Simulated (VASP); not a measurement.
Input of a VASP 6.6.1 run:

File INCAR:

```
PREC     = Accurate       # precision mode
ENCUT    = 520            # plane-wave cutoff, eV
EDIFF    = 1E-6           # SCF threshold, eV
ISMEAR   = 0              # smearing method
SIGMA    = 0.1            # smearing width, eV
LREAL    = False          # projectors in reciprocal space
LASPH    = True           # aspherical terms in the spheres
NELM     = 100            # most SCF steps
ALGO     = Normal         # electronic algorithm
ISIF     = 2              # what is computed and relaxed
LWAVE    = False          # write WAVECAR
LCHARG   = False          # write CHGCAR
GGA      = PE             # functional
NBANDS   = 37             # bands
```

The input KPOINTS:

```
Automatic mesh
0
Gamma
  4 4 4
```

Contents of POSCAR:

```
YGe3Sb
1.0
    5.2037618101      0.0000000000      0.0000000000
    0.0000000000      5.2037618101      0.0000000000
    0.0000000000      0.0000000000      5.2037618101
Y Ge Sb
1 3 1
Direct
    0.0000000000      0.0000000000      0.0000000000
    0.0000000000      0.5000000000      0.5000000000
    0.5000000000      0.0000000000      0.5000000000
    0.5000000000      0.5000000000      0.0000000000
    0.5000000000      0.5000000000      0.5000000000
```

Potentials or basis: VASP PAW PBE potentials, release 64 (Y_sv, Ge_d, Sb).

Run with:

```bash
$ cat potpaw_PBE.64/Y_sv/POTCAR potpaw_PBE.64/Ge_d/POTCAR potpaw_PBE.64/Sb/POTCAR > POTCAR
$ mpirun -np 1 vasp_std > vasp.out
```

**Question.** Estimate the pressure.

**Answer.** 0.2 GPa.

**Question.** Estimate the band gap on the k mesh.

**Answer.** Zero (band 29 reaches 5.81 eV, above the bottom of band 30 at 4.28 eV).

Caveat: spin-orbit coupling is left out, which moves the levels of the heavy elements.
